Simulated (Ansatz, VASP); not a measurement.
Two plane-wave programs on ZnS

INCAR

```
SYSTEM = ZnS
PREC = Accurate
ENCUT = 520
EDIFF = 1E-6
ISMEAR = 0
SIGMA = 0.01
LREAL = .False.
LASPH = .True.
NELM = 60
ALGO = Normal
ISIF = 2
LWAVE = .False.
LCHARG = .False.
GGA = PS
NBANDS = 26
```

The input KPOINTS:

```
regular mesh
0
Gamma
  12 12 6
  0 0 0
```

Contents of POSCAR:

```
ZnS
1.0
    3.7822342358      0.0000000000      0.0000000000
   -1.8911171179      3.2755109313      0.0000000000
    0.0000000000      0.0000000000      6.2081486949
Zn S
2 2
Direct
    0.3333333333      0.6666666667     -0.0090106557
    0.6666666667      0.3333333333      0.4909893443
    0.3333333333      0.6666666667      0.3840106557
    0.6666666667      0.3333333333      0.8840106557
```

Input for Ansatz:

```yaml
crystal:
  lattice:
    - [3.7822342358, 0.0, 0.0]
    - [-1.8911171179, 3.2755109313, 0.0]
    - [0.0, 0.0, 6.2081486949]
  atoms:
    - { symbol: Zn, position: [0.3333333333, 0.6666666667, -0.0090106557] }
    - { symbol: Zn, position: [0.6666666667, 0.3333333333, 0.4909893443] }
    - { symbol: S, position: [0.3333333333, 0.6666666667, 0.3840106557] }
    - { symbol: S, position: [0.6666666667, 0.3333333333, 0.8840106557] }
basis:
  ecutwfc: 420
  xc_grid: 2
kpoints:
  mp_grid: { grid: [12, 12, 6] }
hamiltonian:
  xc: pbesol
  pseudopotentials: { kind: paw, azcp: { folder: soft_1 } }
scf:
  occupations: { method: fixed }
output:
  forces: true
  stress: true
  eigenvalues: true
  polarization: {}
```

Change from the starting cell: polar distortion scaled by 0.85.

Alike in both runs: task single point; functional PBEsol; k mesh 12 × 12 × 6; no spin polarisation.

|  | VASP | Ansatz |
| --- | --- | --- |
| version | VASP 6.6.1 | Ansatz 0.2.0 |
| potentials or method | VASP PAW PBE potentials, release 64 (Zn, S), cutoff 520 eV | scalar-relativistic, plane waves, PAW |
| occupations | gaussian, width 0.01 eV | fixed |
| valence electrons in the cell | 36 | 36 |

|  | VASP | Ansatz | Ansatz less VASP |
| --- | --- | --- | --- |
| gap on the k mesh at the Fermi level (eV) | 2.21 | 2.20 | -0.011 |
| least direct gap on the mesh (eV) | 2.21 | 2.20 | -0.011 |
| pressure (GPa) | 0.8 | 0.5 | -0.22 |
| traceless stress, the component that is largest in VASP (GPa) | -2.73 | -2.71 | +0.022 |
| rms of the force components (eV/Å) | 0.312 | 0.309 | -0.0026 |

VASP's potentials were made for PBE, not for PBEsol, and Ansatz warns of the same on its side. Atom by atom the forces differ by 0.003 eV/Å (rms over components).
